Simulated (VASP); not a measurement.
Write the native input for VASP 6.6.1 that does the following.

```yaml
Task: single point
Functional: r2SCAN
Potentials_or_basis: VASP PAW PBE potentials, release 64 (Ba_sv, Ti_sv, O)
Cutoff: 520 eV
k_mesh: 7 × 7 × 7
Occupations: gaussian, width 0.0775 eV
Spin: no spin polarisation
Dipole_correction: no
Further_INCAR_settings: ALGO = Normal; EDIFF = 1e-06; NBANDS = 28
```

The system is BaTiO3.

```xyz
5
Lattice="3.9738 0.0000 0.0000 0.0000 3.9738 0.0000 0.0000 0.0000 3.9908" Properties=species:S:1:pos:R:3 pbc="T T T"
Ba    0.0000    0.0000    0.0000
Ti    1.9869    1.9869    1.9236
O     1.9869    1.9869    0.0639
O     1.9869    0.0000    2.0553
O     0.0000    1.9869    2.0553
```

One way to write it, as run:

POSCAR

```
BaTiO3
1.0
    3.9738072800      0.0000000000      0.0000000000
    0.0000000000      3.9738072800      0.0000000000
    0.0000000000      0.0000000000      3.9907957300
Ba Ti O
1 1 3
Direct
    0.0000000000      0.0000000000      0.0000000000
    0.5000000000      0.5000000000      0.4820000000
    0.5000000000      0.5000000000      0.0160000000
    0.5000000000      0.0000000000      0.5150000000
    0.0000000000      0.5000000000      0.5150000000
```

INCAR.step1

```
SYSTEM = BaTiO3
PREC = Accurate
ENCUT = 520
ISMEAR = 0
SIGMA = 0.0775
LREAL = .False.
LASPH = .True.
NELM = 100
NBANDS = 28
GGA = PE
ALGO = Normal
EDIFF = 1E-4
LWAVE = .True.
LCHARG = .False.
```

INCAR.step2

```
SYSTEM = BaTiO3
PREC = Accurate
ENCUT = 520
EDIFF = 1E-6
ISMEAR = 0
SIGMA = 0.0775
LREAL = .False.
LASPH = .True.
NELM = 100
ALGO = Normal
ISIF = 2
LWAVE = .False.
LCHARG = .False.
METAGGA = R2SCAN
LMIXTAU = .True.
NBANDS = 28
ISTART = 1
```

KPOINTS

```
Automatic mesh
0
Gamma
  7 7 7
  0 0 0
```

Potentials or basis: VASP PAW PBE potentials, release 64 (Ba_sv, Ti_sv, O).

Command:

```console
$ cat potpaw_PBE.64/Ba_sv/POTCAR potpaw_PBE.64/Ti_sv/POTCAR potpaw_PBE.64/O/POTCAR > POTCAR
$ cp INCAR.step1 INCAR
$ mpirun -np 1 vasp_std > vasp.out
$ cp INCAR.step2 INCAR
$ mpirun -np 1 vasp_std > vasp.out
```

Results of the run:

* Pressure: 5.2 GPa
* Largest force: 0.258 eV/Å
* Band gap on the k mesh: 2.32 eV, indirect (least direct gap 2.54 eV)

Caveat: the PAW data sets were made with another functional, which shifts forces and pressure a little; spin-orbit coupling is left out, which moves the levels of the heavy elements.

It took 3.8 min on 1 thread of Intel(R) Xeon(R) Platinum 8259CL CPU @ 2.50GHz (Skylake/Cascade Lake) (shared host), peak memory 0.22 GiB.
